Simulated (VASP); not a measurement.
## Mo: single point with PBE

Mo:

```
Mo
1.0
    -1.57963    1.57963    1.57963
     1.57963   -1.57963    1.57963
     1.57963    1.57963   -1.57963
Mo
1
Direct
  0.00000 0.00000 0.00000
```

```yaml
Program: VASP 6.6.1
Task: single point
Functional: PBE
Potentials_or_basis: VASP PAW PBE potentials, release 64 (Mo_sv)
Cutoff: 500 eV
k_mesh: 9 × 9 × 9
Occupations: fermi-dirac, width 0.05 eV
Spin: no spin polarisation
Dipole_correction: no
Further_INCAR_settings: ALGO = Normal; EDIFF = 1e-06; NBANDS = 13
```

```yaml
Pressure: 0.6 GPa
Band_gap_on_the_k_mesh: zero (band 7 reaches 15.67 eV, above the bottom of band 8 at 11.10 eV)
```

Levels at points of the mesh, in eV from the Fermi level:
```csv
k point,band 3,band 4,band 5,band 6,band 7,band 8,band 9,band 10,band 11,band 12
"(0.00, 0.00, 0.00)",-34.54,-34.54,-7.18,-1.32,-1.32,-1.32,1.67,1.67,14.85,14.85
```

It used 4.6 s of CPU time on 1 thread of Intel Xeon 6975P-C, on a shared host.
